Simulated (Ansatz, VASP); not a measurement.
**GaN: VASP beside Ansatz**

File POSCAR:

```
GaN
1.0
    0.0000000000      2.2489367673      2.2489367673
    2.2489367673      0.0000000000      2.2489367673
    2.2489367673      2.2489367673      0.0000000000
Ga N
1 1
Direct
    0.0000000000      0.0000000000      0.0000000000
    0.7596270537      0.7467909821      0.7467909821
```

File INCAR.step1:

```
PREC = Accurate ; ENCUT = 1460
ISMEAR = 0 ; SIGMA = 0.05
LREAL = False ; LASPH = True
NELM = 120 ; NBANDS = 16
GGA = PE ; ALGO = Normal
EDIFF = 1E-5 ; LWAVE = True
LCHARG = False ; GGA_COMPAT = False
```

Contents of INCAR.step2:

```
PREC = Accurate ; ENCUT = 1460
EDIFF = 1E-6 ; ISMEAR = 0
SIGMA = 0.05 ; LREAL = False
LASPH = True ; NELM = 120
ALGO = Normal ; ISIF = 2
LWAVE = False ; LCHARG = False
METAGGA = R2SCAN ; LMIXTAU = True
NBANDS = 16 ; ISTART = 1
GGA_COMPAT = False
```

The input KPOINTS:

```
regular mesh
0
Gamma
  10 10 10
```

Input for Ansatz:

```yaml
crystal:
  lattice:
    - [0.0, 2.2489367673, 2.2489367673]
    - [2.2489367673, 0.0, 2.2489367673]
    - [2.2489367673, 2.2489367673, 0.0]
  atoms:
    - { symbol: Ga, position: [0.0, 0.0, 0.0] }
    - { symbol: "N", position: [0.7596270537, 0.7467909821, 0.7467909821] }
basis:
  ecutwfc: 500
kpoints:
  mp_grid: { grid: [10, 10, 10] }
hamiltonian:
  xc: r2scan
scf:
  occupations: { method: gaussian, width: 0.05 }
output:
  forces: true
  stress: true
  eigenvalues: true
```

Change from the starting cell: all N atoms moved -0.025 Å, as atom 2 towards its neighbour atom 1 (Ga) at 1.948 Å.

Alike in both runs: task single point; functional r2SCAN; k mesh 10 × 10 × 10; occupations gaussian, width 0.05 eV; no spin polarisation.

|  | VASP | Ansatz |
| --- | --- | --- |
| version | VASP 6.6.1 | Ansatz 0.2.0 |
| potentials or method | VASP PAW PBE potentials, release 64 (Ga_d, N_h), cutoff 1460 eV | scalar-relativistic, plane waves, PAW |
| valence electrons in the cell | 18 | 18 |

Ansatz gave:

* gap on the k mesh at the Fermi level (eV): 2.11
* least direct gap on the mesh (eV): 2.11
* pressure (GPa): 0.1
* traceless stress, the component that is largest in VASP (GPa): 0.80
* rms of the force components (eV/Å): 0.173

Q: What did VASP give for the same quantities?

A: gap on the k mesh at the Fermi level (eV): 2.11; least direct gap on the mesh (eV): 2.11; pressure (GPa): 1.2; traceless stress, the component that is largest in VASP (GPa): 0.84; rms of the force components (eV/Å): 0.176.

VASP's potentials were made for PBE, not for r2SCAN. Atom by atom the forces differ by 0.003 eV/Å (rms over components).
